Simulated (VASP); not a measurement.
# FeNi3 (Awaruite) (Pm-3m) in VASP: a series of runs

Runs on FeNi3 (Awaruite). Level: PBEsol. Tasks: single point.

Program: VASP 6.6.1. These are calculated values, not measurements. Logs are shortened: lines on timing, memory, paths and dates and some standing lists are left out, and cuts for length are marked.

## Step 1: The cell of the first run

The structure is cubic, space group Pm-3m (No. 221). The conventional cell has a = 3.545 Å, b = 3.545 Å, c = 3.545 Å, α = 90.00°, β = 90.00°, γ = 90.00°. Ni (site symmetry 4/mmm) has 8 Ni at 2.51 Å and 4 Fe at 2.51 Å within 3.3 Å. Within 3.3 Å of Fe (site symmetry m-3m) lie 12 Ni at 2.51 Å.

## Step 2: Single point, PBEsol, collinear spin, ferromagnetic start

INCAR reads:

```
PREC = Accurate
ENCUT = 520
EDIFF = 1E-6
ISMEAR = -1
SIGMA = 0.05
LREAL = F
LASPH = T
NELM = 150
ALGO = Fast
ISIF = 2
LWAVE = F
LCHARG = F
ISPIN = 2
MAGMOM = 1 1 1 3
LORBIT = 11
LMAXMIX = 4
GGA = PS
NBANDS = 31
```

KPOINTS reads:

```
Automatic mesh
0
Gamma
  8 8 8
```

POSCAR reads:

```
FeNi3
1.0
    3.5450000000      0.0000000000      0.0000000000
    0.0000000000      3.5450000000      0.0000000000
    0.0000000000      0.0000000000      3.5450000000
Ni Fe
3 1
Direct
    0.5000000000      0.5000000000      0.0000000000
    0.5000000000      0.0000000000      0.5000000000
    0.0000000000      0.5000000000      0.5000000000
    0.0000000000      0.0000000000      0.0000000000
```

Potentials or basis: VASP PAW PBE potentials, release 64 (Ni, Fe).

On the command line:

```sh
> cat potpaw_PBE.64/Ni/POTCAR potpaw_PBE.64/Fe/POTCAR > POTCAR
> mpirun -np 1 vasp_std > vasp.out
```

OUTCAR:

```text
PREC = Accurate
   ENCUT = 520
   EDIFF = 1E-6
   ISMEAR = -1
   LREAL = F
   LASPH = T
   NELM = 150
   ISIF = 2
   ISPIN = 2
   LORBIT = 11
   GGA = PS

 ion  position               nearest neighbor table
   1  0.500  0.500  0.000-   2 2.51   3 2.51   4 2.51   2 2.51   3 2.51   2 2.51   4 2.51   2 2.51
                             3 2.51   4 2.51   3 2.51   4 2.51
   2  0.500  0.000  0.500-   1 2.51   3 2.51   4 2.51   1 2.51   4 2.51   1 2.51   3 2.51   1 2.51
                             3 2.51   4 2.51   4 2.51   3 2.51
   3  0.000  0.500  0.500-   1 2.51   2 2.51   4 2.51   1 2.51   4 2.51   2 2.51   4 2.51   4 2.51
                             1 2.51   2 2.51   1 2.51   2 2.51
   4  0.000  0.000  0.000-   1 2.51   2 2.51   3 2.51   2 2.51   3 2.51   1 2.51   3 2.51   3 2.51
                             1 2.51   2 2.51   2 2.51   1 2.51

  LATTYP: Found a simple cubic cell.
 ALAT       =     3.5450000000

  Lattice vectors:

 A1 = (   3.5450000000,   0.0000000000,   0.0000000000)
 A2 = (   0.0000000000,   3.5450000000,   0.0000000000)
 A3 = (   0.0000000000,   0.0000000000,   3.5450000000)

Analysis of symmetry for initial positions (statically):
=====================================================================
 Subroutine PRICEL returns:
 Original cell was already a primitive cell.

 Routine SETGRP: Setting up the symmetry group for a
 simple cubic supercell.

 Subroutine GETGRP returns: Found 48 space group operations
 (whereof 48 operations were pure point group operations)
 out of a pool of 48 trial point group operations.

The static configuration has the point symmetry O_h .

Analysis of symmetry for dynamics (positions and initial velocities):
=====================================================================
 Subroutine PRICEL returns:
 Original cell was already a primitive cell.

 Routine SETGRP: Setting up the symmetry group for a
 simple cubic supercell.

 Subroutine GETGRP returns: Found 48 space group operations
 (whereof 48 operations were pure point group operations)
 out of a pool of 48 trial point group operations.

The dynamic configuration has the point symmetry O_h .

Analysis of structural, dynamic, and magnetic symmetry:
=====================================================================
 Subroutine PRICEL returns:
 Original cell was already a primitive cell.

 Routine SETGRP: Setting up the symmetry group for a
 simple cubic supercell.

 Subroutine GETGRP returns: Found 48 space group operations
 (whereof 48 operations were pure point group operations)
 out of a pool of 48 trial point group operations.

The overall configuration has the point symmetry O_h .

 Subroutine INISYM returns: Found 48 space group operations
 (whereof 48 operations are pure point group operations),
 and found     1 'primitive' translations

----------------------------------------------------------------------------------------

                                     Primitive cell

  volume of cell :      44.5501

  direct lattice vectors                    reciprocal lattice vectors
     3.545000000  0.000000000  0.000000000     0.282087447  0.000000000  0.000000000
     0.000000000  3.545000000  0.000000000     0.000000000  0.282087447  0.000000000
     0.000000000  0.000000000  3.545000000     0.000000000  0.000000000  0.282087447

  length of vectors
     3.545000000  3.545000000  3.545000000     0.282087447  0.282087447  0.282087447

  position of ions in fractional coordinates (direct lattice)
     0.500000000  0.500000000  0.000000000
     0.500000000  0.000000000  0.500000000
     0.000000000  0.500000000  0.500000000
     0.000000000  0.000000000  0.000000000

  ion indices of the primitive-cell ions
   primitive index   ion index
                 1           1
                 2           2
                 3           3
                 4           4

----------------------------------------------------------------------------------------

 KPOINTS: Automatic mesh

Automatic generation of k-mesh.
 Grid dimensions read from file:
 generate k-points for:    8    8    8

 Generating k-lattice:

  Cartesian coordinates                     Fractional coordinates (reciprocal lattice)
     0.035260931  0.000000000  0.000000000     0.125000000  0.000000000  0.000000000
     0.000000000  0.035260931  0.000000000     0.000000000  0.125000000  0.000000000
     0.000000000  0.000000000  0.035260931     0.000000000  0.000000000  0.125000000

  Length of vectors
     0.035260931  0.035260931  0.035260931

  Shift w.r.t. Gamma in fractional coordinates (k-lattice)
     0.000000000  0.000000000  0.000000000

 Subroutine IBZKPT returns following result:
 ===========================================

 Found     35 irreducible k-points:

 Following reciprocal coordinates:
            Coordinates               Weight
  0.000000  0.000000  0.000000      1.000000
  0.125000  0.000000  0.000000      6.000000
  0.250000  0.000000  0.000000      6.000000
  0.375000  0.000000  0.000000      6.000000
  0.500000  0.000000  0.000000      3.000000
  0.125000  0.125000  0.000000     12.000000
[... 16 lines left out ...]
  0.375000  0.375000  0.125000     24.000000
  0.500000  0.375000  0.125000     24.000000
 [... further k-points ...]
   k-points           NKPTS =     35   k-points in BZ     NKDIM =     35   number of bands    NBANDS=     31
   number of dos      NEDOS =    301   number of ions     NIONS =      4
   total plane-waves  NPLWV =  21952
   dimension x,y,z NGX =    28 NGY =   28 NGZ =   28
   dimension x,y,z NGXF=    56 NGYF=   56 NGZF=   56
   ions per type =               3   1
   NGX,Y,Z   is equivalent  to a cutoff of  13.13, 13.13, 13.13 a.u.
   NGXF,Y,Z  is equivalent  to a cutoff of  26.26, 26.26, 26.26 a.u.
 SYSTEM =  unknown system
   PREC   = accura    normal or accurate (medium, high low for compatibility)
   ISTART =      0    job   : 0-new  1-cont  2-samecut
   ICHARG =      2    charge: 1-file 2-atom 10-const
   ISPIN  =      2    spin polarized calculation?
   LNONCOLLINEAR =      F non collinear calculations
   LSORBIT =      F    spin-orbit coupling
   LASPH  =      T    aspherical Exc in radial PAW
   ENCUT  =  520.0 eV  38.22 Ry    6.18 a.u.   6.59  6.59  6.59*2*pi/ulx,y,z
   NELM   =    150;   NELMIN=  2; NELMDL= -5     # of ELM steps
   EDIFF  = 0.1E-05   stopping-criterion for ELM
   LREAL  =      F    real-space projection
   EDIFFG = 0.1E-04   stopping-criterion for IOM
   NSW    =      0    number of steps for IOM
   IBRION =     -1    ionic relax: 0-MD 1-quasi-New 2-CG
   NFREE  =      0    steps in history (QN), initial steepest desc. (CG)
   ISIF   =      2    stress and relaxation
   ISYM   =      2    0-nonsym 1-usesym 2-fastsym
   POTIM  = 0.5000    time-step for ionic-motion
   TEBEG  =    0.0;   TEEND  =   0.0 temperature during run
   PSTRESS=    0.0 pullay stress
   NELECT =      38.0000    total number of electrons
   NUPDOWN=      -1.0000    fix difference up-down
   EMIN   =  10.00;   EMAX   =-10.00  energy-range for DOS
   EFERMI =   0.00;   METHOD = LEGACY
   ISMEAR =    -1;   SIGMA  =   0.05  broadening in eV -4-tet -1-fermi 0-gaus
   EFERMI_NEDOS =   21; number of points for ismear=-14 and -15
   IALGO  =     68    algorithm
   IMIX   =      4    mixing-type and parameters
     AMIX     =   0.40;   BMIX     =  1.00
     AMIX_MAG =   1.60;   BMIX_MAG =  1.00
  volume/ion in A,a.u.               =      11.14        75.16
  Fermi-wavevector in a.u.,A,eV,Ry     =   1.552577  2.933945 32.796776  2.410495
  Thomas-Fermi vector in A             =   2.656932
   LORBIT       =     11    0 simple, 1 ext, 2 COOP (PROOUT), +10 PAW based schemes
   GGA     = PS    functional components
   LHFCALC =     F    Hartree Fock is set to
   AEXX    =    0.0000 exact exchange contribution
   IVDW    =     0    specifies the selected vdW correction
   LEPSILON=     F    determine dielectric tensor
   LRPA    =     F    only Hartree local field effects (RPA)
 spin polarized calculation
 RMM-DIIS sequential band-by-band and
  energy-cutoff  :      520.00
  volume of cell :       44.55
 maximum number of plane-waves:      1222
 NGX is ok and might be reduce to    28
   NGX = 13   NGY = 13   NGZ = 13

 number of electron      37.9999985 magnetization       4.8026919

 Free energy of the ion-electron system (eV)
  ---------------------------------------------------
  ext. energy  EPLUGINS =         0.00000000
  ---------------------------------------------------
  free energy    TOTEN  =       -27.58637317 eV

  energy without entropy =      -27.55822769  energy(sigma->0) =      -27.57230043

 E-fermi :   8.3788     XC(G=0): -13.3177

 val. band max:        8.3688435447   @ k =   0.5000   0.5000   0.3750
 cond. band min:       8.3845993560   @ k =   0.0000   0.0000   0.0000
 fundamental gap:      0.0157558114
 Fermi energy:         8.3787626425

 spin component 1

 k-point     1 :       0.0000    0.0000    0.0000
  band No.  band energies     occupation
      1      -0.7336      1.00000
      2       3.0953      1.00000
      3       3.0953      1.00000
      4       3.7571      1.00000
      5       3.8297      1.00000
      6       3.8297      1.00000
[... 805 lines left out ...]
     30      22.1005      0.00000
     31      24.7471      0.00000

 [... further k-points ...]

 spin component 2

 k-point     1 :       0.0000    0.0000    0.0000
  band No.  band energies     occupation
      1      -0.6506      1.00000
      2       4.1338      1.00000
      3       4.1338      1.00000
      4       4.1577      1.00000
      5       4.8318      1.00000
      6       4.8318      1.00000
[... 805 lines left out ...]
     30      22.5463      0.00000
     31      24.7580      0.00000

 [... further k-points ...]

------------------------ aborting loop because EDIFF is reached ----------------------------------------

  FORCE on cell =-STRESS in cart. coord.  units (eV):
  Direction    XX          YY          ZZ          XY          YZ          ZX
  --------------------------------------------------------------------------------------
  -------------------------------------------------------------------------------------
  Total       -2.6269925     -2.6269925     -2.6269925     -0.0000000      0.0000000     -0.0000000
  in kB      -94.4758257    -94.4758257    -94.4758257     -0.0000000      0.0000000     -0.0000000
  external PRESSURE =     -94.4758257 kB  Pullay stress =       0.0000000 kB

 VOLUME and BASIS-vectors are now :
 -----------------------------------------------------------------------------
  energy-cutoff  :      520.00
  volume of cell :       44.55
      direct lattice vectors                 reciprocal lattice vectors
     3.545000000  0.000000000  0.000000000     0.282087447  0.000000000  0.000000000
     0.000000000  3.545000000  0.000000000     0.000000000  0.282087447  0.000000000
     0.000000000  0.000000000  3.545000000     0.000000000  0.000000000  0.282087447

 POSITION                                       TOTAL-FORCE (eV/Angst)
 -----------------------------------------------------------------------------------
      1.77250      1.77250      0.00000         0.000000      0.000000      0.000000
      1.77250      0.00000      1.77250         0.000000      0.000000      0.000000
      0.00000      1.77250      1.77250         0.000000      0.000000      0.000000
      0.00000      0.00000      0.00000         0.000000      0.000000      0.000000
 -----------------------------------------------------------------------------------
    total drift:                                0.000000      0.000000      0.000000

  FREE ENERGIE OF THE ION-ELECTRON SYSTEM (eV)
  ---------------------------------------------------
  free  energy   TOTEN  =       -27.5863731725 eV

  energy  without entropy=      -27.5582276934  energy(sigma->0) =      -27.57230043

 total charge

# of ion       s       p       d       tot
------------------------------------------
    1        0.506   0.514   8.319   9.339
    2        0.506   0.514   8.319   9.339
    3        0.506   0.514   8.319   9.339
    4        0.476   0.506   6.107   7.089
--------------------------------------------------
tot          1.995   2.047  31.065  35.107

 magnetization (x)

# of ion       s       p       d       tot
------------------------------------------
    1       -0.015  -0.041   0.694   0.638
    2       -0.015  -0.041   0.694   0.638
    3       -0.015  -0.041   0.694   0.638
    4        0.010   0.002   2.890   2.902
--------------------------------------------------
tot         -0.035  -0.122   4.972   4.816
```

Run time: 2.2 min. Hardware: 1 thread of AMD EPYC 9755, shared host; peak memory 0.17 GiB.

Results:

```yaml
Free_energy: -27.5864 eV
Pressure: -9.4 GPa
Net_moment: 4.80 μB per cell
Site_moments: Ni +0.64; Fe +2.90 μB
Valence_electrons_inside_the_program's_atomic_spheres: Ni 9.34; Fe 7.09
```

Caveat: the PAW data sets were made with another functional, which shifts forces and pressure a little.

## Step 3: Single point, PBEsol, collinear spin, ferromagnetic start

INCAR reads:

```
SYSTEM = FeNi3
ALGO = Normal
EDIFF = 1E-7
ENCUT = 520
GGA = PS
ISIF = 2
ISMEAR = -1
ISPIN = 2
LASPH = .TRUE.
LCHARG = .FALSE.
LMAXMIX = 4
LORBIT = 11
LREAL = .FALSE.
LWAVE = .FALSE.
MAGMOM = 2.5 2.5 2.5 4.5
NBANDS = 31
NELM = 150
PREC = Accurate
SIGMA = 0.05
```

KPOINTS reads:

```
k-points
0
G
  8 8 8
  0 0 0
```

POSCAR is that of step 2.

Potentials or basis: VASP PAW PBE potentials, release 64 (Ni, Fe).

On the command line:

```sh
> cat potpaw_PBE.64/Ni/POTCAR potpaw_PBE.64/Fe/POTCAR > POTCAR
> mpirun -np 1 vasp_std > vasp.out
```

Run time: 2.1 min. Hardware: 1 thread of AMD EPYC 9755, shared host; peak memory 0.18 GiB.

It converged, with:

```
Free energy                                           : -27.5864 eV
Pressure                                              : -9.5 GPa
Net moment                                            : 4.80 μB per cell
Site moments                                          : Ni +0.64; Fe +2.90 μB
Valence electrons inside the program's atomic spheres : Ni 9.34; Fe 7.09
```

Levels at points of the mesh, in eV from the Fermi level:
Spin up:
| k point | band 17 | band 18 | band 19 | band 20 | band 21 | band 22 | band 23 | band 24 | band 25 | band 26 |
| --- | --- | --- | --- | --- | --- | --- | --- | --- | --- | --- |
| (0.00, 0.00, 0.00) | -0.70 | -0.70 | -0.61 | -0.61 | -0.61 | 2.20 | 2.20 | 2.20 | 8.82 | 8.82 |
| (0.50, 0.00, 0.00) | -1.58 | -1.53 | -1.39 | -1.03 | -0.70 | -0.61 | 7.44 | 7.44 | 7.48 | 7.48 |
| (0.50, 0.50, 0.00) | -1.70 | -1.70 | -1.50 | -1.47 | 0.74 | 0.74 | 0.78 | 0.79 | 11.11 | 11.18 |
| (0.50, 0.50, 0.50) | -0.82 | -0.78 | -0.78 | -0.78 | -0.55 | -0.55 | -0.55 | -0.41 | 5.40 | 5.40 |
Spin down:
| k point | band 15 | band 16 | band 17 | band 18 | band 19 | band 20 |
| --- | --- | --- | --- | --- | --- | --- |
| (0.00, 0.00, 0.00) | 0.27 | 0.27 | 0.98 | 0.98 | 1.28 | 1.28 |
| (0.50, 0.00, 0.00) | -0.84 | -0.37 | -0.11 | -0.11 | 0.28 | 0.48 |
| (0.50, 0.50, 0.00) | -1.19 | -0.78 | -0.67 | 0.18 | 0.18 | 0.36 |
| (0.50, 0.50, 0.50) | -0.45 | -0.45 | 0.06 | 0.06 | 0.06 | 0.81 |

Caveat: the PAW data sets were made with another functional, which shifts forces and pressure a little.

## Step 4: Single point, PBEsol, collinear spin, ferrimagnetic start

INCAR reads:

```
PREC = Accurate
ENCUT = 520
EDIFF = 1E-7
ISMEAR = -1
SIGMA = 0.05
LREAL = F
LASPH = T
NELM = 150
ALGO = Fast
ISIF = 2
LWAVE = F
LCHARG = F
ISPIN = 2
MAGMOM = 1 -1 1 -3
LORBIT = 11
LMAXMIX = 4
GGA = PS
NBANDS = 31
```

KPOINTS reads:

```
Automatic mesh
0
Gamma
  8 8 8
```

POSCAR is that of step 3.

On the command line:

```sh
> cat potpaw_PBE.64/Ni/POTCAR potpaw_PBE.64/Fe/POTCAR > POTCAR
> mpirun -np 1 vasp_std > vasp.out
```

Wall time 5.2 min (1 thread of AMD EPYC 9755, shared host); peak memory 0.24 GiB.

Results (log left out):

```
Free energy                                           : -27.5864 eV
Pressure                                              : -9.5 GPa
Net moment                                            : -4.80 μB per cell
Site moments                                          : Ni -0.64; Fe -2.90 μB
Valence electrons inside the program's atomic spheres : Ni 9.34; Fe 7.09
```

Levels at points of the mesh, in eV from the Fermi level:
Spin up:
| k point | band 14 | band 15 | band 16 | band 17 | band 18 | band 19 | band 20 | band 21 |
| --- | --- | --- | --- | --- | --- | --- | --- | --- |
| (0.00, 0.00, 0.00) | 0.27 | 0.27 | 0.27 | 0.98 | 0.98 | 1.28 | 1.28 | 1.28 |
| (0.50, 0.00, 0.00) | -0.95 | -0.84 | -0.37 | -0.11 | -0.11 | 0.28 | 0.48 | 0.60 |
| (0.00, 0.50, 0.00) | -0.95 | -0.84 | -0.37 | -0.11 | -0.11 | 0.28 | 0.48 | 0.60 |
| (0.50, 0.50, 0.00) | -1.19 | -1.19 | -0.78 | -0.67 | 0.18 | 0.18 | 0.36 | 1.40 |
| (0.50, 0.00, 0.50) | -1.19 | -1.19 | -0.78 | -0.67 | 0.18 | 0.18 | 0.36 | 1.40 |
| (0.50, 0.50, 0.50) | -0.45 | -0.45 | -0.45 | 0.06 | 0.06 | 0.06 | 0.81 | 0.81 |
Spin down:
| k point | band 17 | band 18 | band 19 | band 20 | band 21 | band 22 | band 23 | band 24 | band 25 | band 26 |
| --- | --- | --- | --- | --- | --- | --- | --- | --- | --- | --- |
| (0.00, 0.00, 0.00) | -0.70 | -0.70 | -0.61 | -0.61 | -0.61 | 2.20 | 2.20 | 2.20 | 8.82 | 8.82 |
| (0.50, 0.00, 0.00) | -1.58 | -1.53 | -1.39 | -1.03 | -0.70 | -0.61 | 7.44 | 7.44 | 7.48 | 7.48 |
| (0.00, 0.50, 0.00) | -1.58 | -1.53 | -1.39 | -1.03 | -0.70 | -0.61 | 7.44 | 7.44 | 7.48 | 7.48 |
| (0.50, 0.50, 0.00) | -1.70 | -1.70 | -1.50 | -1.47 | 0.74 | 0.74 | 0.78 | 0.79 | 11.11 | 11.18 |
| (0.50, 0.00, 0.50) | -1.70 | -1.70 | -1.50 | -1.47 | 0.74 | 0.74 | 0.78 | 0.79 | 11.11 | 11.18 |
| (0.50, 0.50, 0.50) | -0.82 | -0.78 | -0.78 | -0.78 | -0.55 | -0.55 | -0.55 | -0.41 | 5.40 | 5.40 |

Caveat: the PAW data sets were made with another functional, which shifts forces and pressure a little.

(Continued in part 2 of 2.)
